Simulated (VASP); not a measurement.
A run of VASP 6.6.1:

INCAR

```
PREC = Accurate
ENCUT = 600
EDIFF = 1E-7
ISMEAR = -1
SIGMA = 0.1
LREAL = False
LASPH = True
NELM = 80
ALGO = Normal
ISIF = 3
LWAVE = False
LCHARG = False
GGA = PS
IBRION = 2
NSW = 100
EDIFFG = -0.002
```

The input KPOINTS:

```
Automatic mesh
0
Gamma
  14 14 14
```

File POSCAR:

```
CuPt
1.0
    1.3622969706      0.7865225227      4.2444549900
   -1.3622969706      0.7865225227      4.2444549900
    0.0000000000     -1.5730450454      4.2444549900
Cu Pt
1 1
Direct
    0.0000000000      0.0000000000      0.0000000000
    0.5000000000      0.5000000000      0.5000000000
```

Potentials or basis: VASP PAW PBE potentials, release 64 (Cu, Pt).

The run is started by

```console
$ cat potpaw_PBE.64/Cu/POTCAR potpaw_PBE.64/Pt/POTCAR > POTCAR
$ mpirun -np 1 vasp_std > vasp.out
```

Hardware: 1 thread of Intel Xeon 8259CL (shared host).

**Question.** Estimate the wall time of this run.

**Answer.** Wall time 27 min on 1 thread of Intel Xeon 8259CL, with other jobs on the host, peak memory 0.36 GiB. Counts: scf iterations 66, k points 288, ion steps 8.
